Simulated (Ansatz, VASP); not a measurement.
# Two plane-wave programs on Mg

INCAR

```
ALGO = Normal ; EDIFF = 1E-7
ENCUT = 520 ; GGA = CA
ISIF = 2 ; ISMEAR = -1
LASPH = T ; LCHARG = F
LREAL = F ; LWAVE = F
NBANDS = 9 ; NELM = 100
PREC = Accurate ; SIGMA = 0.1
```

File KPOINTS:

```
k-points
0
Gamma
  9 9 9
```

File POSCAR:

```
Mg
1.0
    0.0000000000      3.2547627305      3.2547627305
    3.2547627305      0.0000000000      3.2547627305
    3.2547627305      3.2547627305      0.0000000000
Mg
2
Direct
    0.1250000000      0.1250000000      0.1250000000
    0.8750000000      0.8750000000      0.8750000000
```

Input for Ansatz:

```yaml
crystal:
  lattice:
    - [0.0, 3.2547627305, 3.2547627305]
    - [3.2547627305, 0.0, 3.2547627305]
    - [3.2547627305, 3.2547627305, 0.0]
  atoms:
    - { symbol: Mg, position: [0.125, 0.125, 0.125] }
    - { symbol: Mg, position: [0.875, 0.875, 0.875] }
hamiltonian:
  xc: lda
  pseudopotentials:
    kind: paw
    azcp:
      Mg: "pseudopotentials/Mg.paw.azcp"
basis:
  ecutwfc: 420
  fft_grid_basis: typed
kpoints:
  mp_grid: { grid: [9, 9, 9], shift: [0, 0, 0] }
magnetization:
  spin_polarized: false
scf:
  occupations: { method: fermi_dirac, width: 0.1 }
  lower_state_search: "off"
output:
  stress: true
```

Alike in both runs: task single point; functional LDA; k mesh 9 × 9 × 9; occupations fermi-dirac, width 0.1 eV; no spin polarisation.

```csv
,VASP,Ansatz
version,VASP 6.6.1,Ansatz 0.2.0
potentials or method,"VASP PAW LDA potentials, release 64 (Mg), cutoff 520 eV","plane waves (420 eV) with PAW, scalar-relativistic"
valence electrons in the cell,4,20
```

Ansatz gave:

| Quantity | Value |
| --- | --- |
| pressure (GPa) | 1.3 |

Q: Which values does VASP return?

A: Pressure (GPa): 1.2.

Ansatz warns that its potentials were made for another functional, while VASP's fit it. LDA's correlation is that of Perdew and Zunger in VASP and of Perdew and Wang (1992) in Ansatz. VASP's potentials hold 4 valence electrons a cell and Ansatz's 20, so a difference there can come from the potentials and not from the codes.
